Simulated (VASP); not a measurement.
# TiB18N18 (a cell with a defect) (Ti interstitial hop between voids) in VASP: single point with PBE

Aim: the single point of TiB18N18 (a cell with a defect) (Ti interstitial hop between voids) with PBE.

Program: VASP 6.6.1. These are calculated values, not measurements. Logs are shortened: lines on timing, memory, paths and dates and some standing lists are left out, and cuts for length are marked.

## 1. The cell of the first run

The cell holds a defect, 37 atoms: a = 7.465 Å, b = 7.465 Å, c = 6.495 Å, α = 90.00°, β = 90.00°, γ = 120.00°.

## 2. Single point, PBE

File INCAR:

```
ALGO = Normal
EDIFF = 1E-6
ENCUT = 520
GGA = PE
GGA_COMPAT = F
ISIF = 2
ISMEAR = -1
LASPH = T
LCHARG = F
LREAL = Auto
LWAVE = F
NBANDS = 102
NELM = 120
PREC = Accurate
SIGMA = 0.01
```

File KPOINTS:

```
k-points
0
Gamma
  1 1 1
```

File POSCAR:

```
TiB18N18
1.0
    7.4650312800      0.0000000000      0.0000000000
   -3.7325156400      6.4649067300      0.0000000000
    0.0000000000      0.0000000000      6.4954828800
B N Ti
18 18 1
Direct
    0.1511810972      0.1624260092      0.2467851936
    0.1801924595      0.1706134436      0.7454834520
    0.1513134297      0.4938694607      0.2470239749
    0.1797898139      0.5030965079      0.7451793946
    0.1486861657      0.8267147885      0.2603253725
    0.1793244254      0.8368496602      0.7416243086
    0.4815907860      0.1590587526      0.2499783357
    0.5142451834      0.1699985856      0.7578104801
    0.4838513697      0.4938167144      0.1465389129
    0.5082171510      0.5011464411      0.8509274987
    0.4819644447      0.8281941602      0.2486814344
    0.5141509021      0.8390246335      0.7567462021
    0.8177291208      0.1612838427      0.2600728893
    0.8467648295      0.1704796443      0.7586091890
    0.8176791736      0.4919359448      0.2615106577
    0.8466516848      0.5032759382      0.7550958244
    0.8175171338      0.8304825149      0.2641723536
    0.8461483090      0.8370289358      0.7497748959
    0.0691588434      0.2815537913      0.7499399336
    0.2600588891      0.0485934311      0.2494585899
    0.0690913885      0.6147811818      0.7385664913
    0.2667175574      0.3858137641      0.2273386024
    0.0691928925      0.9485010776      0.7358187356
    0.2600472444      0.7163104115      0.2494453499
    0.4047990290      0.2855032682      0.7563437685
    0.5950756051      0.0502907487      0.2600465633
    0.4047202695      0.6137015066      0.7538977610
    0.5948186121      0.3829943885      0.2349739085
    0.4015954619      0.9481952727      0.7500460074
    0.5955081282      0.7181871594      0.2309386427
    0.7348489766      0.2798733339      0.7648772373
    0.9307779775      0.0530408271      0.2633811884
    0.7384706982      0.6164469445      0.7864914887
    0.9307655996      0.3827719569      0.2624109757
    0.7344803206      0.9492669046      0.7625656308
    0.9244298426      0.7140794435      0.2691318001
    0.5763541642      0.5460357198      0.4980468827
```

Potentials or basis: VASP PAW PBE potentials, release 64 (B, N, Ti_sv).

The run is started by

```
$ cat potpaw_PBE.64/B/POTCAR potpaw_PBE.64/N/POTCAR potpaw_PBE.64/Ti_sv/POTCAR > POTCAR
$ mpirun -np 1 vasp_gam > vasp.out
```

OUTCAR:

```text
EDIFF = 1E-6
   ENCUT = 520
   GGA = PE
   ISIF = 2
   ISMEAR = -1
   LASPH = T
   LREAL = Auto
   NELM = 120
   PREC = Accurate

 ion  position               nearest neighbor table
   1  0.151  0.162  0.247-  32 1.43  20 1.44  22 1.45
   2  0.180  0.171  0.745-  19 1.44  23 1.44  25 1.45
   3  0.151  0.494  0.247-  34 1.43  24 1.44  22 1.45
   4  0.180  0.503  0.745-  19 1.43  21 1.44  27 1.46
   5  0.149  0.827  0.260-  24 1.44  20 1.44  36 1.45
   6  0.179  0.837  0.742-  23 1.43  21 1.44  29 1.44
   7  0.482  0.159  0.250-  20 1.43  26 1.44  28 1.45
   8  0.514  0.170  0.758-  31 1.43  29 1.43  25 1.45
   9  0.484  0.494  0.147-  22 1.50  28 1.54  30 1.55  10 1.93  37 2.36
  10  0.508  0.501  0.851-  25 1.52  27 1.53  33 1.55   9 1.93  37 2.34
  11  0.482  0.828  0.249-  24 1.43  26 1.44  30 1.45
  12  0.514  0.839  0.757-  35 1.42  29 1.43  27 1.46
  13  0.818  0.161  0.260-  32 1.43  34 1.43  26 1.44
  14  0.847  0.170  0.759-  35 1.43  31 1.43  19 1.44
  15  0.818  0.492  0.262-  34 1.44  36 1.44  28 1.45
  16  0.847  0.503  0.755-  21 1.44  33 1.45  31 1.45
  17  0.818  0.830  0.264-  32 1.44  36 1.44  30 1.45  37 2.50
  18  0.846  0.837  0.750-  23 1.44  33 1.45  35 1.45
  19  0.069  0.282  0.750-   4 1.43   2 1.44  14 1.44
  20  0.260  0.049  0.249-   7 1.43   5 1.44   1 1.44
  21  0.069  0.615  0.739-   6 1.44   4 1.44  16 1.44
  22  0.267  0.386  0.227-   1 1.45   3 1.45   9 1.50
  23  0.069  0.949  0.736-   6 1.43   2 1.44  18 1.44
  24  0.260  0.716  0.249-  11 1.43   5 1.44   3 1.44
  25  0.405  0.286  0.756-   2 1.45   8 1.45  10 1.52
  26  0.595  0.050  0.260-  11 1.44   7 1.44  13 1.44
  27  0.405  0.614  0.754-   4 1.46  12 1.46  10 1.53  37 2.30
  28  0.595  0.383  0.235-   7 1.45  15 1.45   9 1.54  37 2.14
  29  0.402  0.948  0.750-  12 1.43   8 1.43   6 1.44
  30  0.596  0.718  0.231-  11 1.45  17 1.45   9 1.55  37 2.12
  31  0.735  0.280  0.765-   8 1.43  14 1.43  16 1.45
  32  0.931  0.053  0.263-   1 1.43  13 1.43  17 1.44
  33  0.738  0.616  0.786-  16 1.45  18 1.45  10 1.55  37 2.15
  34  0.931  0.383  0.262-   3 1.43  13 1.43  15 1.44
  35  0.734  0.949  0.763-  12 1.42  14 1.43  18 1.45
  36  0.924  0.714  0.269-  15 1.44  17 1.44   5 1.45
  37  0.576  0.546  0.498-  30 2.12  28 2.14  33 2.15  27 2.30  10 2.34   9 2.36  17 2.50

  LATTYP: Found a hexagonal cell.
 ALAT       =     7.4650312800
 C/A-ratio  =     0.8701213212

  Lattice vectors:

 A1 = (   7.4650312800,   0.0000000000,   0.0000000000)
 A2 = (  -3.7325156400,   6.4649067300,   0.0000000000)
 A3 = (   0.0000000000,   0.0000000000,   6.4954828800)

Analysis of symmetry for initial positions (statically):
=====================================================================
 Subroutine PRICEL returns:
 Original cell was already a primitive cell.
[... 171 lines left out ...]
   NSW    =      0    number of steps for IOM
   IBRION =     -1    ionic relax: 0-MD 1-quasi-New 2-CG
   NFREE  =      0    steps in history (QN), initial steepest desc. (CG)
   ISIF   =      2    stress and relaxation
   ISYM   =      2    0-nonsym 1-usesym 2-fastsym
   POTIM  = 0.5000    time-step for ionic-motion
   TEBEG  =    0.0;   TEEND  =   0.0 temperature during run
   PSTRESS=    0.0 pullay stress
   NELECT =     156.0000    total number of electrons
   NUPDOWN=      -1.0000    fix difference up-down
   EMIN   =  10.00;   EMAX   =-10.00  energy-range for DOS
   EFERMI =   0.00;   METHOD = LEGACY
   ISMEAR =    -1;   SIGMA  =   0.01  broadening in eV -4-tet -1-fermi 0-gaus
   EFERMI_NEDOS =   21; number of points for ismear=-14 and -15
   IALGO  =     38    algorithm
   IMIX   =      4    mixing-type and parameters
     AMIX     =   0.40;   BMIX     =  1.00
     AMIX_MAG =   1.60;   BMIX_MAG =  1.00
  volume/ion in A,a.u.               =       8.47        57.17
  Fermi-wavevector in a.u.,A,eV,Ry     =   1.297322  2.451584 22.899223  1.683045
  Thomas-Fermi vector in A             =   2.428722
   LORBIT       =      0    0 simple, 1 ext, 2 COOP (PROOUT), +10 PAW based schemes
   GGA     = PE    functional components
[... 5 lines left out ...]
 non-spin polarized calculation
  energy-cutoff  :      520.00
  volume of cell :      313.48
 maximum number of plane-waves:      4207
 NGX is ok and might be reduce to    54
   NGX = 27   NGY = 27   NGZ = 25

 number of electron     156.0000002 magnetization

 Free energy of the ion-electron system (eV)
  ---------------------------------------------------
  ext. energy  EPLUGINS =         0.00000000
  ---------------------------------------------------
  free energy    TOTEN  =      -317.91245871 eV

  energy without entropy =     -317.91245871  energy(sigma->0) =     -317.91245871

 E-fermi :   6.0795     XC(G=0): -10.6277

 val. band max:        5.7329791939   @ k =   0.0000   0.0000   0.0000
 cond. band min:       6.4383828642   @ k =   0.0000   0.0000   0.0000
 fundamental gap:      0.7054036703
 Fermi energy:         6.0794645767

 k-point     1 :       0.0000    0.0000    0.0000
  band No.  band energies     occupation
      1     -52.1022      2.00000
      2     -28.9020      2.00000
      3     -28.2399      2.00000
      4     -28.1578      2.00000
      5     -14.7409      2.00000
      6     -14.2891      2.00000
[... 82 lines left out ...]
     89       9.7532      0.00000
     90      10.0106      0.00000
 [bands above 90 left out]

------------------------ aborting loop because EDIFF is reached ----------------------------------------

  FORCE on cell =-STRESS in cart. coord.  units (eV):
  Direction    XX          YY          ZZ          XY          YZ          ZX
  --------------------------------------------------------------------------------------
  -------------------------------------------------------------------------------------
  Total       19.8765366     23.0495581      6.5145793     -3.6189435      0.3410363      0.8812605
  in kB      101.5888297    117.8061186     33.2959662    -18.4963930      1.7430338      4.5041160
  external PRESSURE =      84.2303048 kB  Pullay stress =       0.0000000 kB

 VOLUME and BASIS-vectors are now :
 -----------------------------------------------------------------------------
  energy-cutoff  :      520.00
  volume of cell :      313.48
      direct lattice vectors                 reciprocal lattice vectors
     7.465031280  0.000000000  0.000000000     0.133957912  0.077340636  0.000000000
    -3.732515640  6.464906730  0.000000000     0.000000000  0.154681273  0.000000000
     0.000000000  0.000000000  6.495482880     0.000000000  0.000000000  0.153953142

 POSITION                                       TOTAL-FORCE (eV/Angst)
 -----------------------------------------------------------------------------------
      0.52231      1.05007      1.60299         0.035997      0.010776      0.023067
      0.70832      1.10300      4.84227        -0.009949     -0.013087      0.002321
     -0.71382      3.19282      1.60454         0.021485      0.039509      0.001713
     -0.53568      3.25247      4.84030        -0.033775     -0.006751     -0.004730
     -1.97578      5.34463      1.69094         0.009758     -0.013040      0.001434
     -1.78489      5.41016      4.81721        -0.029724     -0.009387     -0.005779
[... 29 lines left out ...]
      4.23559      4.61646      1.74814         0.046246      0.028532     -0.024234
      2.26441      3.53007      3.23506        -0.115999     -0.191948      0.011818
 -----------------------------------------------------------------------------------
    total drift:                               -0.009610     -0.006929     -0.004620

  FREE ENERGIE OF THE ION-ELECTRON SYSTEM (eV)
  ---------------------------------------------------
  free  energy   TOTEN  =      -317.9124587057 eV

  energy  without entropy=     -317.9124587057  energy(sigma->0) =     -317.91245871
```

stdout:

```text
POSCAR found type information on POSCAR B N Ti
 POSCAR found :  3 types and      37 ions
 scaLAPACK will be used
 LDA part: xc-table for (Slater+PW92), standard interpolation
 POSCAR, INCAR and KPOINTS ok, starting setup
 FFT: planning ... GRIDC
 FFT: planning ... GRID_SOFT
 FFT: planning ... GRID
 WAVECAR not read
 entering main loop
```

Run time: 47 s. Hardware: 1 thread of Intel Xeon 6975P-C (Granite Rapids), shared host; peak memory 0.35 GiB.

What came out:

```yaml
Free_energy: -317.9125 eV
Pressure: 8.4 GPa
Largest_force: 0.225 eV/Å
Band_gap_on_the_k_mesh: 0.71 eV
```

Forces on the atoms (eV/Å):
```
B    0.036  0.011  0.023
B   -0.010 -0.013  0.002
B    0.021  0.040  0.002
B   -0.034 -0.007 -0.005
B    0.010 -0.013  0.001
B   -0.030 -0.009 -0.006
B    0.047  0.001  0.003
B   -0.016  0.000  0.005
B    0.020  0.041 -0.104
B   -0.010 -0.002  0.074
B    0.052 -0.003 -0.013
B   -0.018  0.019 -0.006
B    0.030  0.022  0.009
B    0.002  0.003  0.026
B    0.040  0.032 -0.006
B   -0.020 -0.020  0.006
B    0.009  0.008  0.017
B   -0.012  0.029  0.007
N   -0.027  0.008  0.007
N    0.018  0.024  0.003
N   -0.009  0.022  0.005
N   -0.003 -0.022  0.002
N   -0.011  0.000 -0.002
N    0.027  0.028 -0.018
N   -0.024  0.013  0.024
N    0.014 -0.001  0.009
N   -0.016  0.001 -0.041
N    0.016 -0.018  0.015
N   -0.019  0.005 -0.010
N    0.014 -0.001 -0.066
N   -0.012  0.005  0.005
N    0.016 -0.001  0.039
N   -0.020  0.007 -0.017
N    0.019 -0.028  0.014
N   -0.034 -0.016  0.008
N    0.046  0.029 -0.024
Ti  -0.116 -0.192  0.012
```

Levels at points of the mesh, in eV from the valence-band top:
| k point | band 74 | band 75 | band 76 | band 77 | band 78 | band 79 | band 80 | band 81 | band 82 | band 83 |
| --- | --- | --- | --- | --- | --- | --- | --- | --- | --- | --- |
| (0.00, 0.00, 0.00) | -2.75 | -2.67 | -2.63 | -1.92 | 0.00 | 0.71 | 0.88 | 1.40 | 1.56 | 2.13 |

Caveat: the k points lie up to 0.97 Å⁻¹ apart.
